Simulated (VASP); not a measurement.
Here is a VASP 6.6.1 calculation.

File INCAR:

```
PREC = Accurate
ENCUT = 520
EDIFF = 1E-6
ISMEAR = 1
SIGMA = 0.2
LREAL = F
LASPH = T
NELM = 100
ALGO = Normal
ISIF = 2
LWAVE = F
LCHARG = T
LDIPOL = T
IDIPOL = 3
DIPOL = 0.5 0.5 0.500
GGA = PS
LELF = T
LVHAR = T
LVACPOTAV = T
NBANDS = 42
```

Contents of KPOINTS:

```
Automatic mesh
0
Gamma
  10 10 1
```

POSCAR

```
TaAs
1.0
    3.4287004765      0.0000000000      0.0000000000
    0.0000000000      3.4287004765      0.0000000000
    0.0000000000      0.0000000000     25.6328324810
As Ta
4 4
Direct
    0.0000000000      0.0000000000      0.2925934933
    0.5000000000      0.0000000000      0.4055566670
    0.5000000000      0.5000000000      0.5185198406
    0.0000000000      0.5000000000      0.6314830143
    0.0000000000      0.5000000000      0.3685169857
    0.0000000000      0.0000000000      0.4814801594
    0.5000000000      0.0000000000      0.5944433330
    0.5000000000      0.5000000000      0.7074065067
```

Potentials or basis: VASP PAW PBE potentials, release 64 (As, Ta_pv).

Run with:

```console
$ cat potpaw_PBE.64/As/POTCAR potpaw_PBE.64/Ta_pv/POTCAR > POTCAR
$ mpirun -np 1 vasp_std > vasp.out
```

Question: Estimate the band gap on the k mesh.

Answer: Zero (bands 32 and 33 overlap by 0.16 eV).

Question: Predict the largest force.

Answer: 1.181 eV/Å.

Forces on the atoms (eV/Å):
```
As   0.000  0.000  0.101
As   0.000  0.000  0.214
As   0.000  0.000  0.037
As   0.000  0.000  1.181
Ta   0.000  0.000 -0.376
Ta   0.000  0.000  0.071
Ta   0.000  0.000 -0.185
Ta   0.000  0.000 -1.043
```

Caveat: the PAW data sets were made with another functional, which shifts forces and pressure a little; spin-orbit coupling is left out, which moves the levels of the heavy elements.
